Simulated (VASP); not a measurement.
# As (Fd-3m) in VASP: notebook

The runs below take As through single point, with LDA.

Program: VASP 6.6.1. These are calculated values, not measurements. Logs are shortened: lines on timing, memory, paths and dates and some standing lists are left out, and cuts for length are marked.

**1. The cell of the first run**

Symmetry: Fd-3m, No. 227, cubic system. The conventional cell has a = 6.045 Å, b = 6.045 Å, c = 6.045 Å, α = 90.00°, β = 90.00°, γ = 90.00°. Within 3.5 Å of As (site symmetry -43m) lie 4 As at 2.62 Å.

**2. Single point, LDA (volume scaled by 1.04)**

Input file INCAR:

```
PREC     = Accurate       # precision mode
ENCUT    = 520            # plane-wave cutoff, eV
EDIFF    = 1E-6           # SCF threshold, eV
ISMEAR   = -1             # smearing method
SIGMA    = 0.1            # smearing width, eV
LREAL    = False          # projectors in reciprocal space
LASPH    = True           # aspherical terms in the spheres
NELM     = 80             # most SCF steps
ALGO     = Normal         # electronic algorithm
ISIF     = 2              # what is computed and relaxed
LWAVE    = False          # write WAVECAR
LCHARG   = True           # write CHGCAR
GGA      = CA             # functional
LELF     = True           # ELF
LVHAR    = True         
NBANDS   = 12             # bands
```

Input file KPOINTS:

```
regular mesh
0
Gamma
  10 10 10
```

Input file POSCAR:

```
As
1.0
    0.0000000000      3.0225740798      3.0225740798
    3.0225740798      0.0000000000      3.0225740798
    3.0225740798      3.0225740798      0.0000000000
As
2
Direct
    0.1250000000      0.1250000000      0.1250000000
    0.8750000000      0.8750000000      0.8750000000
```

Potentials or basis: VASP PAW LDA potentials, release 64 (As).

Launch:

```sh
$ cat potpaw_LDA.64/As/POTCAR > POTCAR
$ mpirun -np 1 vasp_std > vasp.out
```

OUTCAR:

```text
PREC = Accurate
   ENCUT = 520
   EDIFF = 1E-6
   ISMEAR = -1
   LREAL = False
   LASPH = True
   NELM = 80
   ISIF = 2
   GGA = CA

 ion  position               nearest neighbor table
   1  0.125  0.125  0.125-   2 2.62   2 2.62   2 2.62   2 2.62
   2  0.875  0.875  0.875-   1 2.62   1 2.62   1 2.62   1 2.62

  LATTYP: Found a face centered cubic cell.
 ALAT       =     6.0451481596

  Lattice vectors:

 A1 = (   0.0000000000,   3.0225740798,   3.0225740798)
 A2 = (   3.0225740798,   0.0000000000,   3.0225740798)
 A3 = (   3.0225740798,   3.0225740798,   0.0000000000)

Analysis of symmetry for initial positions (statically):
=====================================================================
 Subroutine PRICEL returns:
 Original cell was already a primitive cell.

 Routine SETGRP: Setting up the symmetry group for a
 face centered cubic supercell.

 Subroutine GETGRP returns: Found 48 space group operations
 (whereof 12 operations were pure point group operations)
 out of a pool of 48 trial point group operations.

The static configuration has the point symmetry D_3d.
 The point group associated with its full space group is O_h .

Analysis of symmetry for dynamics (positions and initial velocities):
=====================================================================
 Subroutine PRICEL returns:
 Original cell was already a primitive cell.

 Routine SETGRP: Setting up the symmetry group for a
 face centered cubic supercell.

 Subroutine GETGRP returns: Found 48 space group operations
 (whereof 12 operations were pure point group operations)
 out of a pool of 48 trial point group operations.

The dynamic configuration has the point symmetry D_3d.
 The point group associated with its full space group is O_h .

 Subroutine INISYM returns: Found 48 space group operations
 (whereof 12 operations are pure point group operations),
 and found     1 'primitive' translations

----------------------------------------------------------------------------------------

                                     Primitive cell

  volume of cell :      55.2282

  direct lattice vectors                    reciprocal lattice vectors
     0.000000000  3.022574080  3.022574080    -0.165421917  0.165421917  0.165421917
     3.022574080  0.000000000  3.022574080     0.165421917 -0.165421917  0.165421917
     3.022574080  3.022574080  0.000000000     0.165421917  0.165421917 -0.165421917

  length of vectors
     4.274565257  4.274565257  4.274565257     0.286519166  0.286519166  0.286519166

  position of ions in fractional coordinates (direct lattice)
     0.125000000  0.125000000  0.125000000
     0.875000000  0.875000000  0.875000000

  ion indices of the primitive-cell ions
   primitive index   ion index
                 1           1
                 2           2

----------------------------------------------------------------------------------------

 KPOINTS: regular mesh

Automatic generation of k-mesh.
 Grid dimensions read from file:
 generate k-points for:   10   10   10

 Generating k-lattice:

  Cartesian coordinates                     Fractional coordinates (reciprocal lattice)
    -0.016542192  0.016542192  0.016542192     0.100000000  0.000000000  0.000000000
     0.016542192 -0.016542192  0.016542192     0.000000000  0.100000000  0.000000000
     0.016542192  0.016542192 -0.016542192     0.000000000  0.000000000  0.100000000

  Length of vectors
     0.028651917  0.028651917  0.028651917

  Shift w.r.t. Gamma in fractional coordinates (k-lattice)
     0.000000000  0.000000000  0.000000000

 Subroutine IBZKPT returns following result:
 ===========================================

 Found     47 irreducible k-points:

 Following reciprocal coordinates:
            Coordinates               Weight
  0.000000  0.000000  0.000000      1.000000
  0.100000  0.000000  0.000000      8.000000
  0.200000  0.000000  0.000000      8.000000
  0.300000  0.000000  0.000000      8.000000
  0.400000  0.000000  0.000000      8.000000
  0.500000  0.000000  0.000000      4.000000
[... 16 lines left out ...]
  0.300000  0.300000  0.000000      6.000000
  0.400000  0.300000  0.000000     24.000000
 [... further k-points ...]
   k-points           NKPTS =     47   k-points in BZ     NKDIM =     47   number of bands    NBANDS=     12
   number of dos      NEDOS =    301   number of ions     NIONS =      2
   total plane-waves  NPLWV =  32768
   dimension x,y,z NGX =    32 NGY =   32 NGZ =   32
   dimension x,y,z NGXF=    64 NGYF=   64 NGZF=   64
   ions per type =               2
   NGX,Y,Z   is equivalent  to a cutoff of  12.45, 12.45, 12.45 a.u.
   NGXF,Y,Z  is equivalent  to a cutoff of  24.89, 24.89, 24.89 a.u.
 SYSTEM =  unknown system
   PREC   = accura    normal or accurate (medium, high low for compatibility)
   ISTART =      0    job   : 0-new  1-cont  2-samecut
   ICHARG =      2    charge: 1-file 2-atom 10-const
   ISPIN  =      1    spin polarized calculation?
   LNONCOLLINEAR =      F non collinear calculations
   LSORBIT =      F    spin-orbit coupling
   LASPH  =      T    aspherical Exc in radial PAW
   ENCUT  =  520.0 eV  38.22 Ry    6.18 a.u.   7.95  7.95  7.95*2*pi/ulx,y,z
   NELM   =     80;   NELMIN=  2; NELMDL= -5     # of ELM steps
   EDIFF  = 0.1E-05   stopping-criterion for ELM
   LREAL  =      F    real-space projection
[... 7 lines left out ...]
   TEBEG  =    0.0;   TEEND  =   0.0 temperature during run
   PSTRESS=    0.0 pullay stress
   NELECT =      10.0000    total number of electrons
   NUPDOWN=      -1.0000    fix difference up-down
   EMIN   =  10.00;   EMAX   =-10.00  energy-range for DOS
   EFERMI =   0.00;   METHOD = LEGACY
   ISMEAR =    -1;   SIGMA  =   0.10  broadening in eV -4-tet -1-fermi 0-gaus
   EFERMI_NEDOS =   21; number of points for ismear=-14 and -15
   IALGO  =     38    algorithm
   IMIX   =      4    mixing-type and parameters
     AMIX     =   0.40;   BMIX     =  1.00
     AMIX_MAG =   1.60;   BMIX_MAG =  1.00
  volume/ion in A,a.u.               =      27.61       186.35
  Fermi-wavevector in a.u.,A,eV,Ry     =   0.926164  1.750196 11.670801  0.857780
  Thomas-Fermi vector in A             =   2.052097
   LORBIT       =      0    0 simple, 1 ext, 2 COOP (PROOUT), +10 PAW based schemes
   GGA     = CA    functional components
   LHFCALC =     F    Hartree Fock is set to
   AEXX    =    0.0000 exact exchange contribution
   IVDW    =     0    specifies the selected vdW correction
   LEPSILON=     F    determine dielectric tensor
   LRPA    =     F    only Hartree local field effects (RPA)
 non-spin polarized calculation
  energy-cutoff  :      520.00
  volume of cell :       55.23
 maximum number of plane-waves:      1524
   NGX = 15   NGY = 15   NGZ = 15

 number of electron      10.0000000 magnetization

 number of electron       9.9999999 magnetization

 Free energy of the ion-electron system (eV)
  ---------------------------------------------------
  ext. energy  EPLUGINS =         0.00000000
  ---------------------------------------------------
  free energy    TOTEN  =        -9.98137473 eV

  energy without entropy =       -9.94076595  energy(sigma->0) =       -9.96107034

 E-fermi :   3.0277     XC(G=0):  -8.9752

 val. band max:        3.0031401501   @ k =   0.4000   0.3000   0.0000
 cond. band min:       3.0323193133   @ k =   0.3000   0.2000   0.0000
 fundamental gap:      0.0291791632
 Fermi energy:         3.0276713639

 k-point     1 :       0.0000    0.0000    0.0000
  band No.  band energies     occupation
      1     -10.7639      2.00000
      2      -2.8107      2.00000
      3       0.9905      2.00000
      4       0.9905      2.00000
      5       0.9905      2.00000
      6       3.7353      0.00169
      7       3.7353      0.00169
      8       3.7353      0.00169
      9       7.8048      0.00000
     10      11.0612      0.00000
     11      11.0612      0.00000
     12      12.7517      0.00000

 k-point     2 :       0.1000    0.0000    0.0000
  band No.  band energies     occupation
      1     -10.6747      2.00000
      2      -3.2248      2.00000
      3       0.8546      2.00000
      4       0.8546      2.00000
      5       1.0306      2.00000
      6       3.9327      0.00023
      7       3.9327      0.00023
      8       3.9436      0.00021
      9       8.2638      0.00000
     10      10.6354      0.00000
     11      10.6354      0.00000
     12      12.3365      0.00000

 k-point     3 :       0.2000    0.0000    0.0000
  band No.  band energies     occupation
      1     -10.4153      2.00000
      2      -4.1591      2.00000
      3       0.5657      2.00000
      4       0.5657      2.00000
      5       0.9164      2.00000
      6       4.3570      0.00000
      7       4.3570      0.00000
      8       4.7200      0.00000
      9       9.2099      0.00000
     10      10.2423      0.00000
     11      10.2423      0.00000
     12      11.9163      0.00000
[... 286 lines left out ...]
 k-point    23 :       0.3000    0.3000    0.0000
  band No.  band energies     occupation
      1      -9.7103      2.00000
      2      -5.6671      2.00000
      3      -0.5753      2.00000
      4      -0.5753      2.00000
      5       2.4555      1.99347
      6       2.8040      1.80692
      7       6.5758      0.00000
      8       6.5758      0.00000
      9       8.4233      0.00000
     10      11.3933      0.00000
     11      12.4262      0.00000
     12      15.2452      0.00000

 k-point    24 :       0.4000    0.3000    0.0000
  band No.  band energies     occupation
      1      -9.3064      2.00000
      2      -6.3302      2.00000
      3      -0.9710      2.00000
      4      -0.7415      2.00000
      5       2.5261      1.98682
      6       3.0031      1.12204
      7       6.8224      0.00000
      8       7.0164      0.00000
      9       9.1751      0.00000
     10      11.5480      0.00000
     11      12.8788      0.00000
     12      14.5531      0.00000

 [... further k-points ...]

------------------------ aborting loop because EDIFF is reached ----------------------------------------

  FORCE on cell =-STRESS in cart. coord.  units (eV):
  Direction    XX          YY          ZZ          XY          YZ          ZX
  --------------------------------------------------------------------------------------
  -------------------------------------------------------------------------------------
  Total       -0.6380605     -0.6380605     -0.6380605     -0.0000000     -0.0000000      0.0000000
  in kB      -18.5102201    -18.5102201    -18.5102201     -0.0000000     -0.0000000      0.0000000
  external PRESSURE =     -18.5102201 kB  Pullay stress =       0.0000000 kB

 VOLUME and BASIS-vectors are now :
 -----------------------------------------------------------------------------
  energy-cutoff  :      520.00
  volume of cell :       55.23
      direct lattice vectors                 reciprocal lattice vectors
     0.000000000  3.022574080  3.022574080    -0.165421917  0.165421917  0.165421917
     3.022574080  0.000000000  3.022574080     0.165421917 -0.165421917  0.165421917
     3.022574080  3.022574080  0.000000000     0.165421917  0.165421917 -0.165421917

 POSITION                                       TOTAL-FORCE (eV/Angst)
 -----------------------------------------------------------------------------------
      0.75564      0.75564      0.75564         0.000000      0.000000      0.000000
      5.28950      5.28950      5.28950        -0.000000     -0.000000     -0.000000
 -----------------------------------------------------------------------------------
    total drift:                                0.000000      0.000000     -0.000000

  FREE ENERGIE OF THE ION-ELECTRON SYSTEM (eV)
  ---------------------------------------------------
  free  energy   TOTEN  =        -9.9813747294 eV

  energy  without entropy=       -9.9407659524  energy(sigma->0) =       -9.96107034
```

Wall time 6.3 s (1 thread of Intel Xeon 6975P-C (Granite Rapids), shared host); peak memory 0.16 GiB.

Results:

| Quantity | Value |
| --- | --- |
| Free energy | -9.9814 eV |
| Pressure | -1.9 GPa |
| Band gap on the k mesh | zero (band 5 reaches 3.90 eV, above the bottom of band 6 at 2.40 eV) |

**3. Single point, LDA (volume scaled by 1.08)**

Edit INCAR of step 2 so:

```diff
@@ -7,3 +7,3 @@
 LASPH    = True           # aspherical terms in the spheres
-NELM     = 80             # most SCF steps
+NELM     = 60             # most SCF steps
 ALGO     = Normal         # electronic algorithm
```

Input file KPOINTS:

```
Automatic mesh
0
Gamma
  10 10 10
```

Input file POSCAR:

```
As
1.0
    0.0000000000      3.0608385733      3.0608385733
    3.0608385733      0.0000000000      3.0608385733
    3.0608385733      3.0608385733      0.0000000000
As
2
Direct
    0.1250000000      0.1250000000      0.1250000000
    0.8750000000      0.8750000000      0.8750000000
```

Potentials or basis: VASP PAW LDA potentials, release 64 (As).

Launch:

```sh
$ cat potpaw_LDA.64/As/POTCAR > POTCAR
$ mpirun -np 1 vasp_std > vasp.out
```

Wall time 7.4 s (1 thread of Intel Xeon 6975P-C (Granite Rapids), shared host); peak memory 0.16 GiB.

Results (log left out):

```
Free energy            : -9.9453 eV
Pressure               : -3.5 GPa
Band gap on the k mesh : zero (band 5 reaches 3.52 eV, above the bottom of band 6 at 2.12 eV)
```

Levels at points of the mesh, in eV from the Fermi level:
```
           k point  band 3  band 4  band 5  band 6  band 7  band 8
(0.00, 0.00, 0.00)   -1.96   -1.96   -1.96    0.73    0.73    0.73
(0.50, 0.00, 0.00)   -2.88   -2.88   -2.63    1.94    1.94    4.75
(0.50, 0.50, 0.00)   -3.92   -3.92   -0.58   -0.58    5.01    5.01
```

**4. Single point, LDA (volume scaled by 1.12)**

Input file INCAR:

```
PREC = Accurate
ENCUT = 520
EDIFF = 1E-6
ISMEAR = -1
SIGMA = 0.1
LREAL = F
LASPH = T
NELM = 100
ALGO = Normal
ISIF = 2
LWAVE = F
LCHARG = T
GGA = CA
LELF = T
LVHAR = T
NBANDS = 12
```

Input file KPOINTS:

```
regular mesh
0
Gamma
  10 10 10
```

Input file POSCAR:

```
As
1.0
    0.0000000000      3.0981695521      3.0981695521
    3.0981695521      0.0000000000      3.0981695521
    3.0981695521      3.0981695521      0.0000000000
As
2
Direct
    0.1250000000      0.1250000000      0.1250000000
    0.8750000000      0.8750000000      0.8750000000
```

Launch:

```sh
$ cat potpaw_LDA.64/As/POTCAR > POTCAR
$ mpirun -np 1 vasp_std > vasp.out
```

It took 12 s on 1 thread of Intel Xeon 6975P-C (Granite Rapids), shared host; peak memory 0.18 GiB.

It converged, with:

```
Free energy            : -9.8892 eV
Pressure               : -4.9 GPa
Band gap on the k mesh : zero (band 5 reaches 3.16 eV, above the bottom of band 6 at 1.86 eV)
```

Levels at points of the mesh, in eV from the Fermi level:
```
           k point  band 2  band 3  band 4  band 5  band 6  band 7  band 8  band 9
(0.00, 0.00, 0.00)   -6.24   -1.89   -1.89   -1.89    0.75    0.75    0.75    4.69
(0.50, 0.00, 0.00)   -9.30   -2.77   -2.77   -2.60    1.93    1.93    4.53    6.90
(0.50, 0.50, 0.00)  -10.74   -3.77   -3.77   -0.54   -0.54    4.81    4.81    7.27
```

(Continued in part 2 of 2.)
